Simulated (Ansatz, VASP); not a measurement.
**One calculation of MgS, two programs**

```
Mg S
1.0
     0.00000    2.95883    2.63220
     2.95883    0.00000    2.63220
     2.95883    2.95883    0.00000
Mg S
1 1
Direct
  0.00000 0.00000 0.00000
  0.25000 0.25000 0.25000
```

Change from the starting cell: epitaxial_xy strain +4.5%.

Alike in both runs: task single point; functional r2SCAN; k mesh 8 × 8 × 8; no spin polarisation.

```csv
,VASP,Ansatz
version,VASP 6.6.1,Ansatz 0.2.0
potentials or method,"VASP PAW PBE potentials, release 64 (Mg, S)","plane waves, PAW"
plane-wave cutoff (eV),520,500
occupations,"gaussian, width 0.01 eV",fixed
valence electrons in the cell,8,16
```

VASP gave:

- gap on the k mesh at the Fermi level (eV): 3.83
- pressure (GPa): -1.6
- traceless stress, the component that is largest in VASP (GPa): 1.34

Problem. Which values does Ansatz return?

Solution. gap on the k mesh at the Fermi level (eV): 3.84; pressure (GPa): -1.3; traceless stress, the component that is largest in VASP (GPa): 1.29.

VASP's potentials were made for PBE, not for r2SCAN. VASP's potentials hold 8 valence electrons a cell and Ansatz's 16, so a difference there can come from the potentials and not from the codes.
